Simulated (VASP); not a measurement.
# Al2O3 (Pnnm) in VASP: notebook

Al2O3 is run at these levels: LDA; tasks: single point.

All numbers are computed with VASP 6.6.1; they aren't measurements. Logs are shortened: lines on timing, memory, paths and dates and some standing lists are left out, and cuts for length are marked.

## (1) The cell of the first run

Symmetry: Pnnm, No. 58, orthorhombic system. The conventional cell has a = 4.409 Å, b = 9.190 Å, c = 2.975 Å, α = 90.00°, β = 90.00°, γ = 90.00°. Al (site symmetry m) has 4 O at 1.60 to 1.76 Å within 2.1 Å. Within 2.3 Å of O (site symmetry m) lie 3 Al at 1.72 to 1.76 Å. O (site symmetry 2/m) has 2 Al at 1.60 Å within 2.1 Å.

## (2) Single point, LDA (strain -0.040 along x and y, +0.000 along z)

INCAR reads:

```
SYSTEM = Al2O3
PREC     = Accurate       ! precision mode
ENCUT    = 520            ! plane-wave cutoff, eV
EDIFF    = 1E-7           ! SCF threshold, eV
ISMEAR   = 0              ! smearing method
SIGMA    = 0.05           ! smearing width, eV
LREAL    = .False.        ! projectors in reciprocal space
LASPH    = .True.         ! aspherical terms in the spheres
NELM     = 100            ! most SCF steps
ALGO     = Normal         ! electronic algorithm
ISIF     = 2              ! what is computed and relaxed
LWAVE    = .False.        ! write WAVECAR
LCHARG   = .True.         ! write CHGCAR
GGA      = CA             ! functional
LELF     = .True.         ! ELF
LVHAR    = .True.       
NBANDS   = 35             ! bands
```

KPOINTS reads:

```
Automatic mesh
0
Gamma
  6 4 8
  0 0 0
```

POSCAR reads:

```
Al2O3
1.0
    4.4088822837      0.0000000000      0.0000000000
    0.0000000000      9.1901962919      0.0000000000
    0.0000000000      0.0000000000      2.9745879034
Al O
4 6
Direct
    0.4138788494      0.3309999366      0.5000000000
    0.5861211506      0.6690000634      0.5000000000
    0.9138788494      0.1690000634      0.0000000000
    0.0861211506      0.8309999366      0.0000000000
    0.7315554251      0.2226862107      0.5000000000
    0.0000000000      0.0000000000      0.0000000000
    0.7684445749      0.7226862107      0.0000000000
    0.2315554251      0.2773137893      0.0000000000
    0.2684445749      0.7773137893      0.5000000000
    0.5000000000      0.5000000000      0.5000000000
```

Potentials or basis: VASP PAW LDA potentials, release 64 (Al, O).

Run with:

```sh
cat potpaw_LDA.64/Al/POTCAR potpaw_LDA.64/O/POTCAR > POTCAR
mpirun -np 1 vasp_std > vasp.out
```

OUTCAR:

```text
SYSTEM = Al2O3
   PREC = Accurate
   ENCUT = 520
   EDIFF = 1E-7
   ISMEAR = 0
   LREAL = .False.
   LASPH = .True.
   NELM = 100
   ISIF = 2
   GGA = CA

 ion  position               nearest neighbor table
   1  0.414  0.331  0.500-  10 1.60   5 1.72   8 1.76   8 1.76   3 3.05   3 3.05   3 3.05   3 3.05
                             2 3.20
   2  0.586  0.669  0.500-  10 1.60   9 1.72   7 1.76   7 1.76   4 3.05   4 3.05   4 3.05   4 3.05
                             1 3.20
   3  0.914  0.169  0.000-   6 1.60   8 1.72   5 1.76   5 1.76   1 3.05   1 3.05   1 3.05   1 3.05
                             4 3.20
   4  0.086  0.831  0.000-   6 1.60   7 1.72   9 1.76   9 1.76   2 3.05   2 3.05   2 3.05   2 3.05
                             3 3.20
   5  0.732  0.223  0.500-   1 1.72   3 1.76   3 1.76
   6  0.000  0.000  0.000-   3 1.60   4 1.60
   7  0.768  0.723  0.000-   4 1.72   2 1.76   2 1.76
   8  0.232  0.277  0.000-   3 1.72   1 1.76   1 1.76
   9  0.268  0.777  0.500-   2 1.72   4 1.76   4 1.76
  10  0.500  0.500  0.500-   1 1.60   2 1.60

  LATTYP: Found a simple orthorhombic cell.
 ALAT       =     2.9745879034
 B/A-ratio  =     1.4821825499
 C/A-ratio  =     3.0895695775

  Lattice vectors:

 A1 = (   0.0000000000,   0.0000000000,   2.9745879034)
 A2 = (   4.4088822837,   0.0000000000,   0.0000000000)
 A3 = (   0.0000000000,   9.1901962919,   0.0000000000)

Analysis of symmetry for initial positions (statically):
=====================================================================
 Subroutine PRICEL returns:
 Original cell was already a primitive cell.

 Routine SETGRP: Setting up the symmetry group for a
 simple orthorhombic supercell.

 Subroutine GETGRP returns: Found  8 space group operations
 (whereof  4 operations were pure point group operations)
 out of a pool of  8 trial point group operations.

The static configuration has the point symmetry C_2h.
 The point group associated with its full space group is D_2h.

Analysis of symmetry for dynamics (positions and initial velocities):
=====================================================================
 Subroutine PRICEL returns:
 Original cell was already a primitive cell.

 Routine SETGRP: Setting up the symmetry group for a
 simple orthorhombic supercell.

 Subroutine GETGRP returns: Found  8 space group operations
 (whereof  4 operations were pure point group operations)
 out of a pool of  8 trial point group operations.

The dynamic configuration has the point symmetry C_2h.
[... 126 lines left out ...]
   PSTRESS=    0.0 pullay stress
   NELECT =      48.0000    total number of electrons
   NUPDOWN=      -1.0000    fix difference up-down
   EMIN   =  10.00;   EMAX   =-10.00  energy-range for DOS
   EFERMI =   0.00;   METHOD = LEGACY
   ISMEAR =     0;   SIGMA  =   0.05  broadening in eV -4-tet -1-fermi 0-gaus
   EFERMI_NEDOS =   21; number of points for ismear=-14 and -15
   IALGO  =     38    algorithm
   IMIX   =      4    mixing-type and parameters
     AMIX     =   0.40;   BMIX     =  1.00
     AMIX_MAG =   1.60;   BMIX_MAG =  1.00
  volume/ion in A,a.u.               =      12.05        81.33
  Fermi-wavevector in a.u.,A,eV,Ry     =   1.204468  2.276114 19.738554  1.450743
  Thomas-Fermi vector in A             =   2.340192
   LORBIT       =      0    0 simple, 1 ext, 2 COOP (PROOUT), +10 PAW based schemes
   GGA     = CA    functional components
   LHFCALC =     F    Hartree Fock is set to
   AEXX    =    0.0000 exact exchange contribution
   IVDW    =     0    specifies the selected vdW correction
   LEPSILON=     F    determine dielectric tensor
   LRPA    =     F    only Hartree local field effects (RPA)
 non-spin polarized calculation
 Gauss-broadening in eV      SIGMA  =   0.05
  energy-cutoff  :      520.00
  volume of cell :      120.53
 maximum number of plane-waves:      3280
 NGX is ok and might be reduce to    36
   NGX = 17   NGY = 35   NGZ = 11

 number of electron      47.9999988 magnetization

 Free energy of the ion-electron system (eV)
  ---------------------------------------------------
  ext. energy  EPLUGINS =         0.00000000
  ---------------------------------------------------
  free energy    TOTEN  =       -80.23761553 eV

  energy without entropy =      -80.23761553  energy(sigma->0) =      -80.23761553

 E-fermi :   2.6197     XC(G=0):  -9.9078

 val. band max:        2.3547244817   @ k =   0.0000   0.0000   0.0000
 cond. band min:       6.4510470438   @ k =   0.0000   0.0000   0.0000
 fundamental gap:      4.0963225622
 Fermi energy:         2.6196719750

 k-point     1 :       0.0000    0.0000    0.0000
  band No.  band energies     occupation
      1     -16.6485      2.00000
      2     -16.5248      2.00000
      3     -15.0456      2.00000
      4     -15.0133      2.00000
      5     -13.9604      2.00000
      6     -13.7517      2.00000
[... 901 lines left out ...]
     34      14.2007      0.00000
     35      14.4851      0.00000

 [... further k-points ...]

------------------------ aborting loop because EDIFF is reached ----------------------------------------

  FORCE on cell =-STRESS in cart. coord.  units (eV):
  Direction    XX          YY          ZZ          XY          YZ          ZX
  --------------------------------------------------------------------------------------
  -------------------------------------------------------------------------------------
  Total       11.2309424     22.4647567      4.9427542      0.0000000      0.0000000      0.0000000
  in kB      149.2954881    298.6291537     65.7051628      0.0000000      0.0000000      0.0000000
  external PRESSURE =     171.2099349 kB  Pullay stress =       0.0000000 kB

 VOLUME and BASIS-vectors are now :
 -----------------------------------------------------------------------------
  energy-cutoff  :      520.00
  volume of cell :      120.53
      direct lattice vectors                 reciprocal lattice vectors
     4.408882284  0.000000000  0.000000000     0.226814856  0.000000000  0.000000000
     0.000000000  9.190196292  0.000000000     0.000000000  0.108811604  0.000000000
     0.000000000  0.000000000  2.974587903     0.000000000  0.000000000  0.336181022

 POSITION                                       TOTAL-FORCE (eV/Angst)
 -----------------------------------------------------------------------------------
      1.82474      3.04195      1.48729        -1.095133     -1.332136      0.000000
      2.58414      6.14824      1.48729         1.095133      1.332136     -0.000000
      4.02918      1.55314      0.00000        -1.095133      1.332136      0.000000
      0.37970      7.63705      0.00000         1.095133     -1.332136     -0.000000
      3.22534      2.04653      1.48729         0.480905     -0.509180      0.000000
      0.00000      0.00000      0.00000         0.000000      0.000000      0.000000
      3.38798      6.64163      0.00000        -0.480905     -0.509180      0.000000
      1.02090      2.54857      0.00000         0.480905      0.509180      0.000000
      1.18354      7.14367      1.48729        -0.480905      0.509180      0.000000
      2.20444      4.59510      1.48729         0.000000      0.000000      0.000000
 -----------------------------------------------------------------------------------
    total drift:                                0.000000     -0.000000      0.000000

  FREE ENERGIE OF THE ION-ELECTRON SYSTEM (eV)
  ---------------------------------------------------
  free  energy   TOTEN  =       -80.2376155296 eV

  energy  without entropy=      -80.2376155296  energy(sigma->0) =      -80.23761553
```

OSZICAR:

```text
N       E                     dE             d eps       ncg     rms          rms(c)
DAV:   1     0.239939716378E+03    0.23994E+03   -0.23828E+04  4200   0.125E+03
DAV:   2    -0.758050877358E+02   -0.31574E+03   -0.30159E+03  5398   0.280E+02
DAV:   3    -0.936631036562E+02   -0.17858E+02   -0.17772E+02  5333   0.694E+01
DAV:   4    -0.938377483636E+02   -0.17464E+00   -0.17455E+00  5080   0.784E+00
DAV:   5    -0.938399390531E+02   -0.21907E-02   -0.21903E-02  5194   0.867E-01    0.217E+01
DAV:   6    -0.807462883992E+02    0.13094E+02   -0.46525E+01  4683   0.356E+01    0.817E+00
DAV:   7    -0.804517825216E+02    0.29451E+00   -0.10840E+00  5034   0.536E+00    0.396E+00
DAV:   8    -0.802656767665E+02    0.18611E+00   -0.11599E-01  5114   0.227E+00    0.133E+00
DAV:   9    -0.802361387435E+02    0.29538E-01   -0.30966E-02  5296   0.129E+00    0.226E-01
DAV:  10    -0.802372509051E+02   -0.11122E-02   -0.38572E-03  4665   0.316E-01    0.176E-01
DAV:  11    -0.802376863347E+02   -0.43543E-03   -0.15684E-03  4692   0.252E-01    0.706E-02
DAV:  12    -0.802376094792E+02    0.76855E-04   -0.55026E-04  5236   0.144E-01    0.142E-02
DAV:  13    -0.802376144541E+02   -0.49749E-05   -0.54607E-05  4588   0.412E-02    0.685E-03
DAV:  14    -0.802376155961E+02   -0.11420E-05   -0.36459E-06  4690   0.103E-02    0.300E-03
DAV:  15    -0.802376155296E+02    0.66453E-07   -0.51479E-07  5229   0.423E-03
   1 F= -.80237616E+02 E0= -.80237616E+02  d E =-.231084E-15
```

Wall time 3.2 min (1 thread of Intel Xeon Platinum 8488C (Sapphire Rapids), shared host); peak memory 0.3 GiB.

What came out:

```
Free energy            : -80.2376 eV
Pressure               : 17.1 GPa
Largest force          : 1.725 eV/Å
Band gap on the k mesh : 4.10 eV
```

Forces in eV/Å, atoms in the order of the input:
```
Al  -1.095 -1.332  0.000
Al   1.095  1.332  0.000
Al  -1.095  1.332  0.000
Al   1.095 -1.332  0.000
O    0.481 -0.509  0.000
O    0.000  0.000  0.000
O   -0.481 -0.509  0.000
O    0.481  0.509  0.000
O   -0.481  0.509  0.000
O    0.000  0.000  0.000
```

Stress tensor (GPa, compression positive):
```
14.93  0.00  0.00
 0.00 29.86  0.00
 0.00  0.00  6.57
```

Caveat: the cell differs from its parent crystal (strain -0.040 along x and y, +0.000 along z); the cell stands under pressure; forces of over 1 eV/Å act on the atoms, so gaps and moduli don't describe the material at rest.

## (3) Single point, LDA (strain -0.040 along x and y, +0.040 along z)

INCAR reads:

```
ALGO     = Normal         # electronic algorithm
EDIFF    = 1E-7           # SCF threshold, eV
ENCUT    = 520            # plane-wave cutoff, eV
ISIF     = 2              # what is computed and relaxed
ISMEAR   = 0              # smearing method
LASPH    = True           # aspherical terms in the spheres
LCHARG   = False          # write CHGCAR
LREAL    = False          # projectors in reciprocal space
LWAVE    = False          # write WAVECAR
NBANDS   = 35             # bands
NELM     = 80             # most SCF steps
PREC     = Accurate       # precision mode
SIGMA    = 0.05           # smearing width, eV
```

KPOINTS reads:

```
k-points
0
Gamma
  6 4 8
```

POSCAR, as its differences from that of step 2:

```diff
@@ -4,3 +4,3 @@
     0.0000000000      9.1901962919      0.0000000000
-    0.0000000000      0.0000000000      2.9745879034
+    0.0000000000      0.0000000000      3.0935714195
 Al O
```

Potentials or basis: VASP PAW LDA potentials, release 64 (Al, O).

Run with:

```sh
cat potpaw_LDA.64/Al/POTCAR potpaw_LDA.64/O/POTCAR > POTCAR
mpirun -np 1 vasp_std > vasp.out
```

Run time: 3 min. Hardware: 1 thread of Intel Xeon Platinum 8488C (Sapphire Rapids), shared host; peak memory 0.31 GiB.

It converged, with:

- Free energy: -80.2183 eV
- Pressure: 10.0 GPa
- Largest force: 2.354 eV/Å
- Band gap on the k mesh: 4.06 eV

Forces on the atoms (eV/Å):
```
Al  -1.556 -1.766  0.000
Al   1.556  1.766  0.000
Al  -1.556  1.766  0.000
Al   1.556 -1.766  0.000
O    1.006 -0.859  0.000
O    0.000  0.000  0.000
O   -1.006 -0.859  0.000
O    1.006  0.859  0.000
O   -1.006  0.859  0.000
O    0.000  0.000  0.000
```

Stress tensor (GPa, compression positive):
```
10.03  0.00  0.00
 0.00 27.55  0.00
 0.00  0.00 -7.54
```

Levels at points of the mesh, in eV from the valence-band top:
| k point | band 20 | band 21 | band 22 | band 23 | band 24 | band 25 | band 26 | band 27 | band 28 | band 29 |
| --- | --- | --- | --- | --- | --- | --- | --- | --- | --- | --- |
| (0.00, 0.00, 0.00) | -1.05 | -1.01 | -0.11 | -0.03 | 0.00 | 4.06 | 5.80 | 6.39 | 6.95 | 6.97 |
| (0.50, 0.00, 0.00) | -1.91 | -0.65 | -0.65 | -0.04 | -0.04 | 6.58 | 6.58 | 7.13 | 7.13 | 8.37 |
| (0.00, 0.50, 0.00) | -1.41 | -0.40 | -0.40 | -0.05 | -0.05 | 4.75 | 4.75 | 6.66 | 6.66 | 8.07 |
| (0.50, 0.50, 0.00) | -2.20 | -0.54 | -0.54 | -0.04 | -0.04 | 6.61 | 6.61 | 6.93 | 6.93 | 9.11 |
| (0.00, 0.00, 0.50) | -2.04 | -1.01 | -1.01 | -0.48 | -0.48 | 7.77 | 7.77 | 7.92 | 7.92 | 8.60 |
| (0.50, 0.00, 0.50) | -1.57 | -1.29 | -1.29 | -0.43 | -0.43 | 7.76 | 7.76 | 9.00 | 9.00 | 9.05 |
| (0.00, 0.50, 0.50) | -1.94 | -1.30 | -1.30 | -0.28 | -0.28 | 7.49 | 7.49 | 8.36 | 8.36 | 8.46 |
| (0.50, 0.50, 0.50) | -1.51 | -1.13 | -1.13 | -0.60 | -0.60 | 7.85 | 7.85 | 8.94 | 8.94 | 9.08 |

Caveat: the cell differs from its parent crystal (strain -0.040 along x and y, +0.040 along z); the cell stands under pressure; forces of over 1 eV/Å act on the atoms, so gaps and moduli don't describe the material at rest. A k mesh can miss the band edges.

(Continued in part 2 of 2.)
